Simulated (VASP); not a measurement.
# HfIn4SiO6: relaxation of cell and atoms with PBEsol+D3(BJ)

Crystal: HfIn4SiO6.

```
Hf In Si O
1.0
     2.71585   -4.70357    0.00833
     2.71585    4.70357    0.00833
    -1.87915    0.00000    7.40127
Hf In Si O
1 4 1 6
Direct
  0.78835 0.21165 0.00000
  0.62175 0.37825 0.50000
  0.45502 0.54498 0.00000
  0.28407 0.71593 0.50000
  0.95814 0.04186 0.50000
  0.12168 0.87832 0.00000
  0.06219 0.11415 0.86666
  0.88585 0.93781 0.13334
  0.79490 0.53784 0.86663
  0.46216 0.20510 0.13337
  0.15352 0.62879 0.13333
  0.37121 0.84648 0.86667
```

```json
{"Program": "VASP 6.6.1", "Task": "relaxation of cell and atoms", "Functional": "PBEsol", "Dispersion": "D3(BJ)", "Potentials or basis": "VASP PAW PBE potentials, release 64 (Hf_pv, In_d, Si, O)", "Cutoff": "600 eV", "k mesh": "4 × 4 × 3", "Occupations": "fermi-dirac, width 0.05 eV", "Spin": "no spin polarisation", "Dipole correction": "no", "Further INCAR settings": "ALGO = Normal; EDIFF = 1e-06; IBRION = 2; EDIFFG = -0.01; NSW = 60; ISIF = 3"}
```

- Relaxed volume: 14.55 Å³/atom
- Relaxed cell: a = 5.327 Å, b = 5.327 Å, c = 7.333 Å, α = 97.12°, β = 97.12°, γ = 119.98°
- Space group after relaxing (to 0.1 Å): C2 (No. 5)
- Energy gained by relaxing: 27.7 meV/atom
- Ionic steps: 13
- Pressure after relaxing: 0.0 GPa
- Largest force after relaxing: 0.004 eV/Å
- Band gap on the k mesh: zero (bands 51 and 52 overlap by 1.27 eV)
- Dispersion energy per atom: -0.229 eV

Forces in eV/Å, atoms in the order of the input:
```
Hf   0.000  0.004  0.000
In   0.000  0.002  0.000
In   0.000 -0.002  0.000
In   0.000  0.001  0.000
In   0.000 -0.004  0.000
Si   0.000 -0.001  0.000
O    0.000  0.001 -0.003
O    0.000  0.001  0.003
O   -0.002  0.000  0.000
O    0.002  0.000  0.000
O   -0.001 -0.001  0.001
O    0.001 -0.001 -0.001
```

Step by step:
| step | energy change (eV) | largest force (eV/Å) | pressure (GPa) | volume (Å³) |
| --- | --- | --- | --- | --- |
| 1 | 0.0000 | 0.2900 | -7.35 | 189.24 |
| 2 | 0.0077 | 1.2790 | 8.45 | 170.09 |
| 3 | -0.2498 | 0.4587 | -0.38 | 179.33 |
| 4 | -0.3001 | 0.2150 | -0.28 | 177.38 |
| 5 | -0.3204 | 0.1638 | 0.00 | 175.02 |
| 6 | -0.3315 | 0.0573 | 0.14 | 174.31 |
| 7 | -0.3316 | 0.0449 | 0.15 | 174.21 |
| 8 | -0.3322 | 0.0206 | -0.05 | 174.63 |
| 9 | -0.3322 | 0.0164 | -0.10 | 174.72 |
| 10 | -0.3322 | 0.0171 | -0.09 | 174.69 |
| 11 | -0.3322 | 0.0260 | 0.12 | 174.55 |
| 12 | -0.3323 | 0.0107 | 0.00 | 174.63 |
| 13 | -0.3323 | 0.0039 | 0.00 | 174.62 |

Final structure:
```
Hf In Si O
1.0
     2.66430   -4.61324    0.00875
     2.66430    4.61324    0.00875
    -1.84133    0.00000    7.09757
Hf In Si O
1 4 1 6
Direct
  0.78830 0.21170 0.00000
  0.62091 0.37909 0.50000
  0.45493 0.54507 0.00000
  0.28549 0.71451 0.50000
  0.95765 0.04235 0.50000
  0.12163 0.87837 0.00000
  0.05913 0.11156 0.86140
  0.88844 0.94087 0.13860
  0.79377 0.53530 0.86137
  0.46470 0.20623 0.13863
  0.15385 0.62995 0.13847
  0.37005 0.84615 0.86153
```

Levels at points of the mesh, in eV from the Fermi level:
```csv
k point,band 48,band 49,band 50,band 51,band 52,band 53,band 54,band 55
"(0.00, 0.00, 0.00)",-4.03,-0.61,-0.49,-0.32,-0.31,-0.15,-0.13,0.47
"(0.50, 0.00, 0.00)",-4.02,-3.75,-2.50,-1.77,0.98,1.42,1.71,1.95
"(0.50, 0.50, 0.00)",-4.04,-3.99,-2.40,-1.55,1.05,1.45,1.51,1.93
```

It took 21 min on 1 thread of Intel(R) Xeon(R) 6975P-C (Granite Rapids) (shared host), peak memory 0.58 GiB.

Caveat: the PAW data sets were made with another functional, which shifts forces and pressure a little; spin-orbit coupling is left out, which moves the levels of the heavy elements.
